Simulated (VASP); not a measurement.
Runs of VASP 6.6.1 on Ag. The structure is that of space group P6_3/mmc (No. 194), or close to it. The cells are those of the table. 

| cell | k mesh | gap on the mesh (eV) | pressure (GPa) |
| --- | --- | --- | --- |
| a = 2.885, b = 2.885, c = 9.427 Å, angles 90.0, 90.0, 120.0°, 4 atoms | 18 × 18 × 6 | none | 2.2 |
| a = 2.911, b = 2.911, c = 9.464 Å, angles 90.0, 90.0, 120.0°, 4 atoms | 9 × 9 × 2 | none | -0.2 |
| a = 2.903, b = 2.903, c = 9.483 Å, angles 90.0, 90.0, 120.0°, 4 atoms | 18 × 18 × 6 | none | (a) |
| a = 2.923, b = 2.923, c = 9.550 Å, angles 90.0, 90.0, 120.0°, 4 atoms | 18 × 18 × 6 | none | -1.9 |

Alike in all rows: task single point; level r2SCAN; potentials or basis VASP PAW PBE potentials, release 64 (Ag); no spin polarisation; cutoff (eV) 520; smearing gaussian 0.1 eV.

Problem. Fill in the values left out.

Solution. (a) 0.1.

Caveats: the PAW data sets were made with another functional, which shifts forces and pressure a little.

A k mesh can miss the band edges, and the runs leave out spin-orbit coupling on Ag.

A gap of «none» marks levels without a gap at the run's occupations.
